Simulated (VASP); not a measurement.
The system is LiH.

```
CELL_PARAMETERS angstrom
0.00000 1.97055 2.00299
1.97055 0.00000 2.00299
1.97055 1.97055 0.00000
ATOMIC_POSITIONS crystal
Li 0.00000 0.00000 0.00000
H 0.50000 0.50000 0.50000
```

This cell differs from its parent crystal: biaxial xy strain -1.6%.

Base run:

- Program: VASP 6.6.1
- Functional: PBE
- Potentials or basis: VASP PAW PBE potentials, release 64 (Li_sv, H)
- Cutoff: 520 eV
- k mesh: 10 × 10 × 10
- Occupations: fermi-dirac, width 0.02 eV
- Spin: no spin polarisation

Its results: band gap on the k mesh 2.76 eV (least direct gap 2.89 eV).

Q: The run is repeated on the same cell with these changes: functional from PBE to r2SCAN; occupations from fermi-dirac, width 0.02 eV to gaussian, width 0.01 eV. What comes out?

A: Band gap on the k mesh 3.36 eV (least direct gap 3.49 eV).

A k mesh can miss the band edges.
